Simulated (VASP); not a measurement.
Set up this calculation in VASP 6.6.1, as the native input.

```
Task                   : single point
Functional             : r2SCAN
Potentials or basis    : VASP PAW PBE potentials, release 64 (Ga_d, In_d, P)
Cutoff                 : 520 eV
k mesh                 : 6 × 4 × 4
Occupations            : gaussian, width 0.01 eV
Spin                   : no spin polarisation
Dipole correction      : no
Further INCAR settings : ALGO = Normal; EDIFF = 1e-07; NBANDS = 46
```

The system is InGa3P4.

```
Ga In P
1.0
     3.93260    0.00000    0.00000
     0.00000    3.93886    5.57609
     0.00000   -3.93886    5.57609
Ga In P
3 1 4
Direct
  0.00000 0.99966 0.99966
  0.50000 0.99991 0.50032
  0.50000 0.50032 0.99991
  0.00000 0.49934 0.49934
  0.50000 0.12507 0.12507
  0.00000 0.10966 0.63005
  0.00000 0.63005 0.10966
  0.50000 0.63599 0.63599
```

The input as run:

POSCAR

```
InGa3P4
1.0
    3.9325968412      0.0000000000      0.0000000000
    0.0000000000      3.9388578899      5.5760865110
    0.0000000000     -3.9388578899      5.5760865110
Ga In P
3 1 4
Direct
    0.0000000000     -0.0003388215     -0.0003388215
    0.5000000000     -0.0000911061      0.5003205666
    0.5000000000      0.5003205666     -0.0000911061
    0.0000000000      0.4993371685      0.4993371685
    0.5000000000      0.1250709927      0.1250709927
    0.0000000000      0.1096614010      0.6300475672
    0.0000000000      0.6300475672      0.1096614010
    0.5000000000      0.6359922317      0.6359922317
```

INCAR.step1

```
  ALGO = Normal
  EDIFF = 1E-4
  ENCUT = 520
  GGA = PE
  ISMEAR = 0
  LASPH = True
  LCHARG = False
  LREAL = False
  LWAVE = True
  NBANDS = 46
  NELM = 100
  PREC = Accurate
  SIGMA = 0.01
```

INCAR.step2

```
  ALGO = Normal
  EDIFF = 1E-7
  ENCUT = 520
  ISIF = 2
  ISMEAR = 0
  ISTART = 1
  LASPH = True
  LCHARG = False
  LMIXTAU = True
  LREAL = False
  LWAVE = False
  METAGGA = R2SCAN
  NBANDS = 46
  NELM = 100
  PREC = Accurate
  SIGMA = 0.01
```

KPOINTS

```
k-points
0
Gamma
  6 4 4
```

Potentials or basis: VASP PAW PBE potentials, release 64 (Ga_d, In_d, P).

Run with:

```bash
$ cat potpaw_PBE.64/Ga_d/POTCAR potpaw_PBE.64/In_d/POTCAR potpaw_PBE.64/P/POTCAR > POTCAR
$ cp INCAR.step1 INCAR
$ mpirun -np 1 vasp_std > vasp.out
$ cp INCAR.step2 INCAR
$ mpirun -np 1 vasp_std > vasp.out
```

It gave:

The pressure is -0.1 GPa. The largest force is 0.013 eV/Å and the band gap on the k mesh is 1.47 eV.

Caveat: the PAW data sets were made with another functional, which shifts forces and pressure a little; spin-orbit coupling is left out, which moves the levels of the heavy elements.

It took 15 min on 1 thread of Intel(R) Xeon(R) Platinum 8488C (Sapphire Rapids), with other jobs on the host, peak memory 0.44 GiB.
